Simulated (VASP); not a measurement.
# TiCo (P4/mmm) in VASP: further runs, part 2 of 2

VASP 6.6.1. Earlier steps stand in the parts before.

**3. Single point, r2SCAN**

POSCAR

```
TiCo
1.0
    2.9629008397      0.0000000000      0.0000000000
    0.0000000000      2.9629008397      0.0000000000
    0.0000000000      0.0000000000      2.9886209309
Co Ti
1 1
Direct
    0.0000000000      0.0000000000      0.0000000000
    0.5000000000      0.5000000000      0.5000000000
```

INCAR.step1

```
SYSTEM = TiCo
PREC = Accurate
ENCUT = 520
ISMEAR = 0
SIGMA = 0.1
LREAL = .FALSE.
LASPH = .TRUE.
NELM = 60
NBANDS = 18
GGA = PE
ALGO = Normal
EDIFF = 1E-4
LWAVE = .TRUE.
LCHARG = .FALSE.
```

INCAR.step2

```
SYSTEM = TiCo
PREC = Accurate
ENCUT = 520
EDIFF = 1E-6
ISMEAR = 0
SIGMA = 0.1
LREAL = .FALSE.
LASPH = .TRUE.
NELM = 60
ALGO = Normal
ISIF = 2
LWAVE = .FALSE.
LCHARG = .FALSE.
METAGGA = R2SCAN
LMIXTAU = .TRUE.
NBANDS = 18
ISTART = 1
```

KPOINTS

```
Automatic mesh
0
G
  14 14 14
  0 0 0
```

Potentials or basis: VASP PAW PBE potentials, release 64 (Co, Ti_sv).

Run with:

```
cat potpaw_PBE.64/Co/POTCAR potpaw_PBE.64/Ti_sv/POTCAR > POTCAR
cp INCAR.step1 INCAR
mpirun -np 1 vasp_std > vasp.out
cp INCAR.step2 INCAR
mpirun -np 1 vasp_std > vasp.out
```

OUTCAR:

```text
SYSTEM = TiCo
   PREC = Accurate
   ENCUT = 520
   EDIFF = 1E-6
   ISMEAR = 0
   LREAL = .FALSE.
   LASPH = .TRUE.
   NELM = 60
   ISIF = 2
   METAGGA = R2SCAN
   ISTART = 1

 ion  position               nearest neighbor table
   1  0.000  0.000  0.000-   2 2.57   2 2.57   2 2.57   2 2.57   2 2.57   2 2.57   2 2.57   2 2.57

   2  0.500  0.500  0.500-   1 2.57   1 2.57   1 2.57   1 2.57   1 2.57   1 2.57   1 2.57   1 2.57

  LATTYP: Found a simple tetragonal cell.
 ALAT       =     2.9629008397
 C/A-ratio  =     1.0086807128

  Lattice vectors:

 A1 = (   2.9629008397,   0.0000000000,   0.0000000000)
 A2 = (   0.0000000000,   2.9629008397,   0.0000000000)
 A3 = (   0.0000000000,   0.0000000000,   2.9886209309)

Analysis of symmetry for initial positions (statically):
=====================================================================
 Subroutine PRICEL returns:
 Original cell was already a primitive cell.

 Routine SETGRP: Setting up the symmetry group for a
 simple tetragonal supercell.

 Subroutine GETGRP returns: Found 16 space group operations
 (whereof 16 operations were pure point group operations)
 out of a pool of 16 trial point group operations.

The static configuration has the point symmetry D_4h.
[... 161 lines left out ...]

 E-fermi :  10.1262     XC(G=0): -13.7253

 val. band max:       10.1258926181   @ k =   0.4286   0.0714   0.2857
 cond. band min:      10.1273581147   @ k =   0.4286   0.0714   0.2143
 fundamental gap:      0.0014654966
 Fermi energy:        10.1262260240

 k-point     1 :       0.0000    0.0000    0.0000
  band No.  band energies     occupation
      1     -49.5150      2.00000
      2     -24.5603      2.00000
      3     -24.5507      2.00000
      4     -24.5507      2.00000
      5       1.8959      2.00000
      6       6.1154      2.00000
[... 481 lines left out ...]
      5       4.8366      2.00000
      6       6.6662      2.00000
[... 10 lines left out ...]
     17      20.2140      0.00000
     18      24.4040      0.00000

 [... further k-points ...]

------------------------ aborting loop because EDIFF is reached ----------------------------------------

  FORCE on cell =-STRESS in cart. coord.  units (eV):
  Direction    XX          YY          ZZ          XY          YZ          ZX
  --------------------------------------------------------------------------------------
  -------------------------------------------------------------------------------------
  Total       -0.6112010     -0.6112010     -0.5826799      0.0000000      0.0000000      0.0000000
  in kB      -37.3241186    -37.3241186    -35.5824278      0.0000000      0.0000000      0.0000000
  external PRESSURE =     -36.7435550 kB  Pullay stress =       0.0000000 kB

 VOLUME and BASIS-vectors are now :
 -----------------------------------------------------------------------------
  energy-cutoff  :      520.00
  volume of cell :       26.24
      direct lattice vectors                 reciprocal lattice vectors
     2.962900840  0.000000000  0.000000000     0.337507076  0.000000000  0.000000000
     0.000000000  2.962900840  0.000000000     0.000000000  0.337507076  0.000000000
     0.000000000  0.000000000  2.988620931     0.000000000  0.000000000  0.334602488

 POSITION                                       TOTAL-FORCE (eV/Angst)
 -----------------------------------------------------------------------------------
      0.00000      0.00000      0.00000         0.000000      0.000000      0.000000
      1.48145      1.48145      1.49431         0.000000      0.000000      0.000000
 -----------------------------------------------------------------------------------
    total drift:                                0.000000      0.000000     -0.000000

  FREE ENERGIE OF THE ION-ELECTRON SYSTEM (eV)
  ---------------------------------------------------
  free  energy   TOTEN  =       -26.7153633008 eV

  energy  without entropy=      -26.6995023057  energy(sigma->0) =      -26.70743280
```

OUTCAR.step1:

```text
SYSTEM = TiCo
   PREC = Accurate
   ENCUT = 520
   ISMEAR = 0
   LREAL = .FALSE.
   LASPH = .TRUE.
[... 728 lines left out ...]
      0.00000      0.00000      0.00000         0.000000      0.000000      0.000000
      1.48145      1.48145      1.49431         0.000000      0.000000      0.000000
 -----------------------------------------------------------------------------------
    total drift:                                0.000000      0.000000     -0.000000

  FREE ENERGIE OF THE ION-ELECTRON SYSTEM (eV)
  ---------------------------------------------------
  free  energy   TOTEN  =       -15.6437771732 eV

  energy  without entropy=      -15.6280226293  energy(sigma->0) =      -15.63589990
```

OSZICAR.step1:

```text
N       E                     dE             d eps       ncg     rms          rms(c)
DAV:   1     0.169269934681E+03    0.16927E+03   -0.10043E+04 10520   0.144E+03
DAV:   2    -0.351665952728E+01   -0.17279E+03   -0.16741E+03 10546   0.350E+02
DAV:   3    -0.173122397637E+02   -0.13796E+02   -0.13561E+02 15796   0.954E+01
DAV:   4    -0.179291067473E+02   -0.61687E+00   -0.61212E+00 12732   0.163E+01
DAV:   5    -0.179504208038E+02   -0.21314E-01   -0.21309E-01 12712   0.307E+00    0.131E+01
DAV:   6    -0.160831879293E+02    0.18672E+01   -0.10065E+01 11262   0.434E+01    0.663E+00
DAV:   7    -0.185783642863E+02   -0.24952E+01   -0.21929E+01 13324   0.399E+01    0.237E+01
DAV:   8    -0.156481052332E+02    0.29303E+01   -0.13763E+01 13256   0.317E+01    0.182E+00
DAV:   9    -0.156647090944E+02   -0.16604E-01   -0.20929E-01 11802   0.424E+00    0.196E+00
DAV:  10    -0.156452441903E+02    0.19465E-01   -0.68191E-02 14052   0.307E+00    0.479E-01
DAV:  11    -0.156443997891E+02    0.84440E-03   -0.30553E-03 11616   0.600E-01    0.292E-01
DAV:  12    -0.156437779979E+02    0.62179E-03   -0.18175E-03 14454   0.333E-01    0.431E-02
DAV:  13    -0.156437771732E+02    0.82467E-06   -0.55374E-05  6126   0.706E-02
   1 F= -.15643777E+02 E0= -.15635900E+02  d E =-.157545E-01
```

It took 2.3 min on 1 thread of Intel Xeon 6975P-C (Granite Rapids), shared host; peak memory 0.26 GiB.

What came out:

| Item | Value |
| --- | --- |
| Free energy | -26.7154 eV |
| Pressure | -3.7 GPa |

Levels at points of the mesh, in eV from the Fermi level:
| k point | band 6 | band 7 | band 8 | band 9 | band 10 | band 11 | band 12 | band 13 | band 14 | band 15 |
| --- | --- | --- | --- | --- | --- | --- | --- | --- | --- | --- |
| (0.00, 0.00, 0.00) | -4.01 | -3.99 | -1.67 | -1.67 | -1.64 | 0.84 | 0.90 | 2.83 | 2.83 | 2.84 |
| (0.50, 0.00, 0.00) | -4.07 | -2.47 | -1.79 | -1.77 | -1.24 | -0.79 | 0.16 | 0.61 | 0.69 | 2.33 |
| (0.50, 0.50, 0.00) | -4.06 | -2.68 | -2.68 | -0.57 | -0.08 | 0.49 | 0.49 | 1.32 | 2.64 | 2.64 |
| (0.00, 0.00, 0.50) | -4.11 | -2.49 | -1.75 | -1.75 | -1.24 | -0.83 | 0.08 | 0.71 | 0.71 | 2.36 |
| (0.50, 0.00, 0.50) | -4.04 | -2.63 | -2.62 | -0.59 | -0.14 | 0.41 | 0.44 | 1.24 | 2.64 | 2.66 |
| (0.50, 0.50, 0.50) | -2.70 | -2.70 | -2.35 | -2.31 | -2.31 | -0.56 | -0.54 | 3.33 | 3.37 | 7.62 |

Caveat: the PAW data sets were made with another functional, which shifts forces and pressure a little.

**4. Relaxation of cell and atoms, PBE**

INCAR

```
SYSTEM = TiCo
PREC = Accurate ; ENCUT = 600
EDIFF = 1E-7 ; ISMEAR = 0
SIGMA = 0.1 ; LREAL = .False.
LASPH = .True. ; NELM = 60
ALGO = Fast ; ISIF = 3
LWAVE = .False. ; LCHARG = .False.
GGA = PE ; IBRION = 2
NSW = 100 ; EDIFFG = -0.01
```

KPOINTS

```
Automatic mesh
0
Gamma
  14 14 14
  0 0 0
```

POSCAR

```
TiCo
1.0
    2.9537554416      0.0000000000      0.0000000000
    0.0000000000      2.9537554416      0.0000000000
    0.0000000000      0.0000000000      3.0049571672
Co Ti
1 1
Direct
    0.0000000000      0.0000000000      0.0000000000
    0.5000000000      0.5000000000      0.5000000000
```

Potentials or basis: VASP PAW PBE potentials, release 64 (Co, Ti_sv).

Run with:

```
cat potpaw_PBE.64/Co/POTCAR potpaw_PBE.64/Ti_sv/POTCAR > POTCAR
mpirun -np 1 vasp_std > vasp.out
```

OUTCAR:

```text
SYSTEM = TiCo
   PREC = Accurate
   ENCUT = 600
   EDIFF = 1E-7
   ISMEAR = 0
   LREAL = .False.
   LASPH = .True.
   NELM = 60
   ISIF = 3
   GGA = PE
   IBRION = 2
   NSW = 100
   EDIFFG = -0.01

 ion  position               nearest neighbor table
   1  0.000  0.000  0.000-   2 2.57   2 2.57   2 2.57   2 2.57   2 2.57   2 2.57   2 2.57   2 2.57

   2  0.500  0.500  0.500-   1 2.57   1 2.57   1 2.57   1 2.57   1 2.57   1 2.57   1 2.57   1 2.57

  LATTYP: Found a simple tetragonal cell.
 ALAT       =     2.9537554416
 C/A-ratio  =     1.0173344499

  Lattice vectors:

 A1 = (   2.9537554416,   0.0000000000,   0.0000000000)
 A2 = (   0.0000000000,   2.9537554416,   0.0000000000)
 A3 = (   0.0000000000,   0.0000000000,   3.0049571672)

Analysis of symmetry for initial positions (statically):
[... 270 lines left out ...]
      4     -23.1241      2.00000
      5       2.4035      2.00000
      6       6.2921      2.00000
      7       6.3225      2.00000
      8       8.6350      2.00000
      9       8.6350      2.00000
     10       8.7033      2.00000
     11      10.8601      0.00000
     12      10.9808      0.00000
     13      12.8921      0.00000
     14      12.8963      0.00000
[... 377 lines left out ...]
      1     -47.0022      2.00000
      2     -23.3771      2.00000
      3     -23.2258      2.00000
      4     -23.1115      2.00000
      5       5.2347      2.00000
      6       6.8803      2.00000
      7       7.7038      2.00000
      8       8.1065      2.00000
      9       8.4543      2.00000
     10       8.5542      2.00000
     11      10.4050      0.00014
     12      10.5581      0.00000
     13      11.3110      0.00000
     14      11.5543      0.00000

 [... further k-points ...]

------------------------ aborting loop because EDIFF is reached ----------------------------------------

  FORCE on cell =-STRESS in cart. coord.  units (eV):
  Direction    XX          YY          ZZ          XY          YZ          ZX
  --------------------------------------------------------------------------------------
  -------------------------------------------------------------------------------------
  Total        0.0198903      0.0198903     -0.0134562      0.0000000      0.0000000      0.0000000
  in kB        1.2180381      1.2180381     -0.8240253      0.0000000      0.0000000      0.0000000
  external PRESSURE =       0.5373503 kB  Pullay stress =       0.0000000 kB
[... 17 lines left out ...]
  FREE ENERGIE OF THE ION-ELECTRON SYSTEM (eV)
  ---------------------------------------------------
  free  energy   TOTEN  =       -15.6434236082 eV

  energy  without entropy=      -15.6283202497  energy(sigma->0) =      -15.63587193

 reached required accuracy - stopping structural energy minimisation
```

OSZICAR:

```text
N       E                     dE             d eps       ncg     rms          rms(c)
DAV:   1     0.170668721881E+03    0.17067E+03   -0.11438E+04  8088   0.205E+03
DAV:   2    -0.292655363160E+01   -0.17360E+03   -0.17068E+03  8142   0.436E+02
DAV:   3    -0.172236763536E+02   -0.14297E+02   -0.14174E+02 14382   0.122E+02
[... 69 lines left out ...]
RMM:  10    -0.156434233591E+02   -0.42657E-06   -0.53515E-06  9362   0.144E-02    0.196E-03
RMM:  11    -0.156434235535E+02   -0.19440E-06   -0.33151E-06  7975   0.108E-02    0.503E-03
RMM:  12    -0.156434235574E+02   -0.38999E-08   -0.19349E-06  9362   0.124E-02    0.509E-03
RMM:  13    -0.156434235922E+02   -0.34852E-07   -0.14725E-06  8148   0.960E-03    0.942E-04
RMM:  14    -0.156434236082E+02   -0.15961E-07   -0.38596E-07  6278   0.496E-03
   3 F= -.15643424E+02 E0= -.15635872E+02  d E =-.608885E-04
```

Run time: 2.6 min. Hardware: 1 thread of Intel Xeon 6975P-C (Granite Rapids), shared host; peak memory 0.28 GiB.

What came out:

```
Free energy                            : -15.6434 eV
Relaxed volume                         : 13.08 Å³/atom
Relaxed cell                           : a = 2.952 Å, b = 2.952 Å, c = 3.002 Å, α = 90.00°, β = 90.00°, γ = 90.00°
Space group after relaxing (to 0.05 Å) : Pm-3m (No. 221)
Energy gained by relaxing              : 0.0 meV/atom
Ionic steps                            : 3
Pressure after relaxing                : 0.1 GPa
```

Stress tensor (GPa, compression positive):
```
 0.12  0.00  0.00
 0.00  0.12  0.00
 0.00  0.00 -0.08
```

Final structure:
```
Co Ti
1.0
     2.95219    0.00000    0.00000
     0.00000    2.95219    0.00000
     0.00000    0.00000    3.00195
Co Ti
1 1
Direct
  0.00000 0.00000 0.00000
  0.50000 0.50000 0.50000
```

Spin polarisation is off, so any magnetic state and its effect on volume and gap are missing.

**5. Single point, PBE, collinear spin, ferromagnetic start**

INCAR

```
ALGO = Fast ; EDIFF = 1E-6
ENCUT = 520 ; GGA = PE
ISIF = 2 ; ISMEAR = 0
ISPIN = 2 ; LASPH = True
LCHARG = False ; LMAXMIX = 4
LORBIT = 11 ; LREAL = False
LWAVE = False ; MAGMOM = 3.5 0
NBANDS = 22 ; NELM = 150
PREC = Accurate ; SIGMA = 0.1
```

KPOINTS

```
k-points
0
Gamma
  14 14 14
```

POSCAR

```
TiCo
1.0
    2.9629008397      0.0000000000      0.0000000000
    0.0000000000      2.9629008397      0.0000000000
    0.0000000000      0.0000000000      2.9886209309
Co Ti
1 1
Direct
    0.0000000000      0.0000000000      0.0000000000
    0.5000000000      0.5000000000      0.5000000000
```

Run with:

```
cat potpaw_PBE.64/Co/POTCAR potpaw_PBE.64/Ti_sv/POTCAR > POTCAR
mpirun -np 1 vasp_std > vasp.out
```

Wall time 2 min (1 thread of Intel Xeon 6975P-C (Granite Rapids), shared host); peak memory 0.36 GiB.

The run converged. Its results:

```
Free energy                                           : -15.6766 eV
Pressure                                              : 1.9 GPa
Net moment                                            : 0.85 μB per cell
Site moments                                          : Co +0.92; Ti -0.02 μB
Valence electrons inside the program's atomic spheres : Co 8.31; Ti 10.31
```

Stress tensor (GPa, compression positive):
```
2.16 0.00 0.00
0.00 2.16 0.00
0.00 0.00 1.26
```

Levels at points of the mesh, in eV from the Fermi level:
Spin up:
| k point | band 7 | band 8 | band 9 | band 10 | band 11 | band 12 | band 13 | band 14 | band 15 | band 16 |
| --- | --- | --- | --- | --- | --- | --- | --- | --- | --- | --- |
| (0.00, 0.00, 0.00) | -4.23 | -1.91 | -1.91 | -1.87 | 0.47 | 0.52 | 2.71 | 2.71 | 2.72 | 8.84 |
| (0.50, 0.00, 0.00) | -3.13 | -2.02 | -2.00 | -1.54 | -0.71 | -0.55 | 0.61 | 0.69 | 2.26 | 4.00 |
| (0.50, 0.50, 0.00) | -2.80 | -2.80 | -1.49 | -0.74 | 0.70 | 0.70 | 1.18 | 2.48 | 2.48 | 3.20 |
| (0.00, 0.00, 0.50) | -3.14 | -1.99 | -1.99 | -1.52 | -0.75 | -0.64 | 0.71 | 0.71 | 2.29 | 3.89 |
| (0.50, 0.00, 0.50) | -2.75 | -2.75 | -1.51 | -0.79 | 0.63 | 0.64 | 1.10 | 2.48 | 2.51 | 3.16 |
| (0.50, 0.50, 0.50) | -2.82 | -2.15 | -2.11 | -2.11 | -1.49 | -1.46 | 3.23 | 3.27 | 7.04 | 8.42 |
Spin down:
```tsv
k point	band 8	band 9	band 10	band 11	band 12	band 13
(0.00, 0.00, 0.00)	-1.37	-1.37	-1.33	1.01	1.07	2.82
(0.50, 0.00, 0.00)	-1.45	-1.42	-0.92	-0.81	0.62	0.63
(0.50, 0.50, 0.00)	-2.38	-0.01	0.33	0.68	0.68	1.34
(0.00, 0.00, 0.50)	-1.42	-1.42	-0.90	-0.84	0.55	0.72
(0.50, 0.00, 0.50)	-2.32	-0.03	0.28	0.60	0.62	1.26
(0.50, 0.50, 0.50)	-2.14	-2.11	-2.11	0.00	0.02	3.17
```

**6. Summary**

```tsv
task	level	spin	cell	cutoff (eV)	gap on the mesh (eV)	pressure (GPa)
single point	PBE	off	a = 2.963, b = 2.963, c = 2.989 Å, 2 atoms	520	none	-0.4
single point	r2SCAN	off	a = 2.963, b = 2.963, c = 2.989 Å, 2 atoms	520	none	-3.7
relaxation of cell and atoms	PBE	off	relaxed from a = 2.954, b = 2.954, c = 3.005 Å, 2 atoms	600	none	0.1
single point	PBE	collinear, ferromagnetic start	a = 2.963, b = 2.963, c = 2.989 Å, 2 atoms	520	none	1.9
```

Alike in all rows: potentials or basis VASP PAW PBE potentials, release 64 (Co, Ti_sv); k mesh 14 × 14 × 14; smearing gaussian 0.1 eV.

Every run on the cell as given and a fine mesh finds a metal. The pressure there spans -3.7 GPa (r2SCAN) to 1.9 GPa (PBE); a positive pressure means that this level wants a larger cell, a negative one a smaller.

Caveats: the PAW data sets were made with another functional, which shifts forces and pressure a little (some runs).

Absolute energies hang on the potentials; compare differences alone.
